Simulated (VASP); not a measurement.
# H6C2O in VASP: notebook

The runs below take H6C2O through single point, relaxation of the atoms, with PBE+D3(BJ).

Program: VASP 6.6.1. These are calculated values, not measurements. Logs are shortened: lines on timing, memory, paths and dates and some standing lists are left out, and cuts for length are marked.

## (1) The cell of the first run

The cell holds a disordered packing, 36 atoms: a = 7.529 Å, b = 7.529 Å, c = 7.529 Å, α = 90.00°, β = 90.00°, γ = 90.00°.

## (2) Single point, PBE+D3(BJ)

Contents of INCAR:

```
PREC = Accurate
ENCUT = 520
EDIFF = 1E-6
ISMEAR = -1
SIGMA = 0.02
LREAL = Auto
LASPH = T
NELM = 100
ALGO = Normal
ISIF = 2
LWAVE = F
LCHARG = F
GGA = PE
IVDW = 12
NBANDS = 64
```

Contents of KPOINTS:

```
Automatic mesh
0
Gamma
  1 1 1
```

Contents of POSCAR:

```
H6C2O
1.0
    7.5290720000      0.0000000000      0.0000000000
    0.0000000000      7.5290720000      0.0000000000
    0.0000000000      0.0000000000      7.5290720000
C O H
8 4 24
Direct
    0.3412904007      0.5817981286      0.7489900482
    0.4300529999      0.5440245491      0.5736696368
    0.9374727722      0.5108597713      0.3224965839
    0.9651654281      0.6648893781      0.1950705213
   -0.0766761163      1.1977173282      0.6777594901
    0.0292864778      1.1970930813      0.8469968145
    0.4776418661     -0.0415190610      0.1244774920
    0.4158547029      0.1481855931      0.2107298217
    0.5975238383      0.4575331462      0.6022920222
    0.9426925390      0.8420958121      0.2712684910
   -0.0224596072      1.0841043890      0.9919150727
    0.3793827446      0.1464589527      0.3997836652
    0.6447275308      0.4470404852      0.7378864221
    0.3427779679      0.4502015653      0.4766722911
    0.4536415643      0.6900452008      0.5373703426
    0.4326429605      0.6567077589      0.8248825353
    0.1923875877      0.6234765719      0.7630820903
    0.3563387360      0.4526587075      0.8416176655
    0.9968692025      0.8536377392      0.3959053652
    1.0847286359      0.6475565647      0.1192311616
    0.8577418306      0.6823948556      0.0818693194
    0.8299562018      0.4133709971      0.2721982204
    1.0680466331      0.4405987883      0.3497110932
    0.9153452112      0.6071000516      0.4258559355
   -0.1456354781      1.0585368290      0.9702125308
    0.1766485963      1.1724021234      0.8234082500
    0.0524500231      1.3449864738      0.9023688444
   -0.0514140388      1.0612728899      0.6466135534
   -0.2089766176      1.2168431913      0.6959556237
   -0.0546016827      1.2944357552      0.5660724190
    0.4890642565      0.1331505397      0.4560721428
    0.5207813128      0.2569772211      0.1897710634
    0.2761163660      0.1681747764      0.1590634277
    0.3921200382     -0.1697154709      0.0947925588
    0.5453925796      0.0059768322     -0.0240667110
    0.6178583496     -0.0814443002      0.1531397229
```

Potentials or basis: VASP PAW PBE potentials, release 64 (C, O, H).

Launch:

```console
cat potpaw_PBE.64/C/POTCAR potpaw_PBE.64/O/POTCAR potpaw_PBE.64/H/POTCAR > POTCAR
mpirun -np 1 vasp_gam > vasp.out
```

OUTCAR:

```text
PREC = Accurate
   ENCUT = 520
   EDIFF = 1E-6
   ISMEAR = -1
   LREAL = Auto
   LASPH = T
   NELM = 100
   ISIF = 2
   GGA = PE
   IVDW = 12
 IVDW          = 12

 ion  position               nearest neighbor table
   1  0.341  0.582  0.749-  16 1.06  17 1.17  18 1.20   2 1.51
   2  0.430  0.544  0.574-  15 1.15  14 1.21   9 1.44   1 1.51
   3  0.937  0.511  0.322-  24 1.08  23 1.14  22 1.16   4 1.52
   4  0.965  0.665  0.195-  20 1.07  21 1.18  10 1.46   3 1.52
   5  0.923  0.198  0.678-  29 1.02  28 1.07  30 1.12   6 1.50
   6  0.029  0.197  0.847-  26 1.14  27 1.20  11 1.44   5 1.50
   7  0.478  0.958  0.124-  36 1.12  34 1.18  35 1.28   8 1.64
   8  0.416  0.148  0.211-  33 1.13  32 1.15  12 1.45   7 1.64
   9  0.598  0.458  0.602-  13 1.08   2 1.44
  10  0.943  0.842  0.271-  19 1.03   4 1.46
  11  0.978  0.084  0.992-  25 0.96   6 1.44
  12  0.379  0.146  0.400-  31 0.93   8 1.45
  13  0.645  0.447  0.738-   9 1.08
  14  0.343  0.450  0.477-   2 1.21
  15  0.454  0.690  0.537-   2 1.15
  16  0.433  0.657  0.825-   1 1.06
  17  0.192  0.623  0.763-   1 1.17
  18  0.356  0.453  0.842-   1 1.20
[... 16 lines left out ...]
  35  0.545  0.006  0.976-   7 1.28
  36  0.618  0.919  0.153-   7 1.12

  LATTYP: Found a simple cubic cell.
 ALAT       =     7.5290720000

  Lattice vectors:

 A1 = (   7.5290720000,   0.0000000000,   0.0000000000)
 A2 = (   0.0000000000,   7.5290720000,   0.0000000000)
 A3 = (   0.0000000000,   0.0000000000,   7.5290720000)

Analysis of symmetry for initial positions (statically):
=====================================================================
 Subroutine PRICEL returns:
 Original cell was already a primitive cell.

 Routine SETGRP: Setting up the symmetry group for a
 simple cubic supercell.

 Subroutine GETGRP returns: Found  1 space group operations
 (whereof  1 operations were pure point group operations)
 out of a pool of 48 trial point group operations.

The static configuration has the point symmetry C_1 .

Analysis of symmetry for dynamics (positions and initial velocities):
=====================================================================
 Subroutine PRICEL returns:
 Original cell was already a primitive cell.

 Routine SETGRP: Setting up the symmetry group for a
 simple cubic supercell.

 Subroutine GETGRP returns: Found  1 space group operations
 (whereof  1 operations were pure point group operations)
 out of a pool of 48 trial point group operations.

The dynamic configuration has the point symmetry C_1 .

 Subroutine INISYM returns: Found  1 space group operations
 (whereof  1 operations are pure point group operations),
 and found     1 'primitive' translations

----------------------------------------------------------------------------------------

                                     Primitive cell

  volume of cell :     426.7999

  direct lattice vectors                    reciprocal lattice vectors
     7.529072000  0.000000000  0.000000000     0.132818493  0.000000000  0.000000000
     0.000000000  7.529072000  0.000000000     0.000000000  0.132818493  0.000000000
     0.000000000  0.000000000  7.529072000     0.000000000  0.000000000  0.132818493

  length of vectors
     7.529072000  7.529072000  7.529072000     0.132818493  0.132818493  0.132818493

  position of ions in fractional coordinates (direct lattice)
     0.341290401  0.581798129  0.748990048
     0.430053000  0.544024549  0.573669637
     0.937472772  0.510859771  0.322496584
     0.965165428  0.664889378  0.195070521
     0.923323884  0.197717328  0.677759490
     0.029286478  0.197093081  0.846996815
[... 28 lines left out ...]
     0.545392580  0.005976832  0.975933289
     0.617858350  0.918555700  0.153139723

  ion indices of the primitive-cell ions
   primitive index   ion index
                 1           1
                 2           2
                 3           3
                 4           4
                 5           5
                 6           6
[... 28 lines left out ...]
                35          35
                36          36

----------------------------------------------------------------------------------------

 KPOINTS: Automatic mesh

Automatic generation of k-mesh.
 Grid dimensions read from file:
 generate k-points for:    1    1    1

 Generating k-lattice:

  Cartesian coordinates                     Fractional coordinates (reciprocal lattice)
     0.132818493  0.000000000  0.000000000     1.000000000  0.000000000  0.000000000
     0.000000000  0.132818493  0.000000000     0.000000000  1.000000000  0.000000000
     0.000000000  0.000000000  0.132818493     0.000000000  0.000000000  1.000000000

  Length of vectors
     0.132818493  0.132818493  0.132818493

  Shift w.r.t. Gamma in fractional coordinates (k-lattice)
     0.000000000  0.000000000  0.000000000

 Subroutine IBZKPT returns following result:
 ===========================================

 Found      1 irreducible k-points:

 Following reciprocal coordinates:
            Coordinates               Weight
  0.000000  0.000000  0.000000      1.000000
   k-points           NKPTS =      1   k-points in BZ     NKDIM =      1   number of bands    NBANDS=     64
   number of dos      NEDOS =    301   number of ions     NIONS =     36
   total plane-waves  NPLWV = 175616
   dimension x,y,z NGX =    56 NGY =   56 NGZ =   56
   dimension x,y,z NGXF=   112 NGYF=  112 NGZF=  112
   ions per type =               8   4  24
   NGX,Y,Z   is equivalent  to a cutoff of  12.37, 12.37, 12.37 a.u.
   NGXF,Y,Z  is equivalent  to a cutoff of  24.73, 24.73, 24.73 a.u.
 SYSTEM =  unknown system
   PREC   = accura    normal or accurate (medium, high low for compatibility)
   ISTART =      0    job   : 0-new  1-cont  2-samecut
   ICHARG =      2    charge: 1-file 2-atom 10-const
   ISPIN  =      1    spin polarized calculation?
   LNONCOLLINEAR =      F non collinear calculations
   LSORBIT =      F    spin-orbit coupling
   LASPH  =      T    aspherical Exc in radial PAW
   ENCUT  =  520.0 eV  38.22 Ry    6.18 a.u.  14.00 14.00 14.00*2*pi/ulx,y,z
   NELM   =    100;   NELMIN=  2; NELMDL= -5     # of ELM steps
   EDIFF  = 0.1E-05   stopping-criterion for ELM
   LREAL  =      T    real-space projection
   EDIFFG = 0.1E-04   stopping-criterion for IOM
   NSW    =      0    number of steps for IOM
   IBRION =     -1    ionic relax: 0-MD 1-quasi-New 2-CG
   NFREE  =      0    steps in history (QN), initial steepest desc. (CG)
   ISIF   =      2    stress and relaxation
   ISYM   =      2    0-nonsym 1-usesym 2-fastsym
   POTIM  = 0.5000    time-step for ionic-motion
   TEBEG  =    0.0;   TEEND  =   0.0 temperature during run
   PSTRESS=    0.0 pullay stress
   NELECT =      80.0000    total number of electrons
   NUPDOWN=      -1.0000    fix difference up-down
   EMIN   =  10.00;   EMAX   =-10.00  energy-range for DOS
   EFERMI =   0.00;   METHOD = LEGACY
   ISMEAR =    -1;   SIGMA  =   0.02  broadening in eV -4-tet -1-fermi 0-gaus
   EFERMI_NEDOS =   21; number of points for ismear=-14 and -15
   IALGO  =     38    algorithm
   IMIX   =      4    mixing-type and parameters
     AMIX     =   0.40;   BMIX     =  1.00
     AMIX_MAG =   1.60;   BMIX_MAG =  1.00
  volume/ion in A,a.u.               =      11.86        80.01
  Fermi-wavevector in a.u.,A,eV,Ry     =   0.936907  1.770498 11.943135  0.877796
  Thomas-Fermi vector in A             =   2.063965
   LORBIT       =      0    0 simple, 1 ext, 2 COOP (PROOUT), +10 PAW based schemes
   GGA     = PE    functional components
   LHFCALC =     F    Hartree Fock is set to
   AEXX    =    0.0000 exact exchange contribution
   IVDW    =    12    specifies the selected vdW correction
   LEPSILON=     F    determine dielectric tensor
   LRPA    =     F    only Hartree local field effects (RPA)
 non-spin polarized calculation
  energy-cutoff  :      520.00
  volume of cell :      426.80
 maximum number of plane-waves:      5730
 NGX is ok and might be reduce to    54
   NGX = 27   NGY = 27   NGZ = 27

 number of electron      80.0000022 magnetization

 Free energy of the ion-electron system (eV)
  ---------------------------------------------------
  ext. energy  EPLUGINS =         0.00000000
  ---------------------------------------------------
  free energy    TOTEN  =      -183.14055089 eV

  energy without entropy =     -183.14055089  energy(sigma->0) =     -183.14055089

 E-fermi :  -2.5384     XC(G=0):  -6.2007

 val. band max:       -3.0516419881   @ k =   0.0000   0.0000   0.0000
 cond. band min:       1.1751865696   @ k =   0.0000   0.0000   0.0000
 fundamental gap:      4.2268285577
 Fermi energy:        -2.5383838737

 k-point     1 :       0.0000    0.0000    0.0000
  band No.  band energies     occupation
      1     -22.6777      2.00000
      2     -22.6639      2.00000
      3     -22.2141      2.00000
      4     -21.9769      2.00000
      5     -15.8494      2.00000
      6     -15.6230      2.00000
[... 44 lines left out ...]
     51       4.6664      0.00000
     52       4.8226      0.00000
 [bands above 52 left out]

------------------------ aborting loop because EDIFF is reached ----------------------------------------

 Edisp (eV)   -1.17540

 E8    (eV) :    -0.2552

  FORCE on cell =-STRESS in cart. coord.  units (eV):
  Direction    XX          YY          ZZ          XY          YZ          ZX
  --------------------------------------------------------------------------------------
  -------------------------------------------------------------------------------------
  Total      -6.05524   -14.29514    -7.37634    -0.29275    -1.22934    -5.47048
  in kB     -22.73093   -53.66296   -27.69025    -1.09895    -4.61485   -20.53579
  external pressure =      -34.69 kB  Pullay stress =        0.00 kB

 VOLUME and BASIS-vectors are now :
 -----------------------------------------------------------------------------
  energy-cutoff  :      520.00
  volume of cell :      426.80
      direct lattice vectors                 reciprocal lattice vectors
     7.529072000  0.000000000  0.000000000     0.132818493  0.000000000  0.000000000
     0.000000000  7.529072000  0.000000000     0.000000000  0.132818493  0.000000000
     0.000000000  0.000000000  7.529072000     0.000000000  0.000000000  0.132818493

 POSITION                                       TOTAL-FORCE (eV/Angst)
 -----------------------------------------------------------------------------------
      2.56960      4.38040      5.63920        -1.801279     -3.472551      2.341270
      3.23790      4.09600      4.31920        -1.054984      0.395957     -0.223511
      7.05830      3.84630      2.42810         0.538046     -0.469352     -1.234596
      7.26680      5.00600      1.46870        -2.098611      1.165193     -2.609166
      6.95177      1.48863      5.10290         2.396917     -0.448967     -0.302728
      0.22050      1.48393      6.37710         3.076774      3.956568      1.537891
[... 28 lines left out ...]
      4.10630      0.04500      7.34787        -2.134954     -0.626700      1.917433
      4.65190      6.91587      1.15300        -0.695398     -0.203202      1.404447
 -----------------------------------------------------------------------------------
    total drift:                               -0.011948     -0.012338      0.004713

  FREE ENERGIE OF THE ION-ELECTRON SYSTEM (eV)
  ---------------------------------------------------
  free  energy   TOTEN  =      -184.3159557593 eV

  energy  without entropy=     -184.3159557592  energy(sigma->0) =     -184.31595576
```

It took 49 s on 1 thread of Intel Xeon Platinum 8488C (Sapphire Rapids), shared host; peak memory 0.38 GiB.

What came out:

| Quantity | Value |
| --- | --- |
| Free energy | -184.3160 eV |
| Pressure | -3.5 GPa |
| Largest force | 5.243 eV/Å |
| Band gap on the k mesh | 4.23 eV |
| Dispersion energy per atom | -0.033 eV |

Forces on the atoms (eV/Å):
```
C   -1.801 -3.473  2.341
C   -1.055  0.396 -0.224
C    0.538 -0.469 -1.235
C   -2.099  1.165 -2.609
C    2.397 -0.449 -0.303
C    3.077  3.957  1.538
C    2.268  1.064 -3.226
C   -0.813 -1.642 -0.025
O    1.354 -0.608  2.276
O    1.035 -0.403  1.910
O    0.196  0.380 -1.199
O   -1.514 -0.218 -1.329
H   -1.804  0.659 -3.211
H    1.541  1.774  1.361
H    0.000 -1.395 -1.188
H    0.476  1.805  0.638
H    2.017 -0.206 -0.527
H   -0.776  1.180 -1.421
H   -0.505 -0.376 -1.969
H    1.160  0.430 -0.224
H    1.075 -0.869  1.367
H    1.029  1.185  1.204
H   -1.031  0.326 -0.301
H   -1.180 -1.051  1.839
H   -0.701 -0.317  0.287
H   -1.076 -0.469 -0.249
H   -0.928 -1.609 -0.436
H   -0.406 -0.950 -1.525
H   -3.376  0.101  0.930
H    0.910 -0.707  0.888
H    1.930 -0.149  1.242
H   -1.063 -1.002 -0.502
H    1.253  0.512 -0.211
H    0.706  2.261  0.770
H   -2.135 -0.627  1.917
H   -0.695 -0.203  1.404
```

Stress tensor (GPa, compression positive):
```
-2.27 -0.11 -2.05
-0.11 -5.37 -0.46
-2.05 -0.46 -2.77
```

Levels at points of the mesh, in eV from the valence-band top:
| k point | band 38 | band 39 | band 40 | band 41 | band 42 | band 43 |
| --- | --- | --- | --- | --- | --- | --- |
| (0.00, 0.00, 0.00) | -0.31 | -0.13 | 0.00 | 4.23 | 5.26 | 5.86 |

Caveat: the k points lie up to 0.83 Å⁻¹ apart; the atoms stand as in a frame of molecular dynamics.

(Continued in part 2 of 2.)
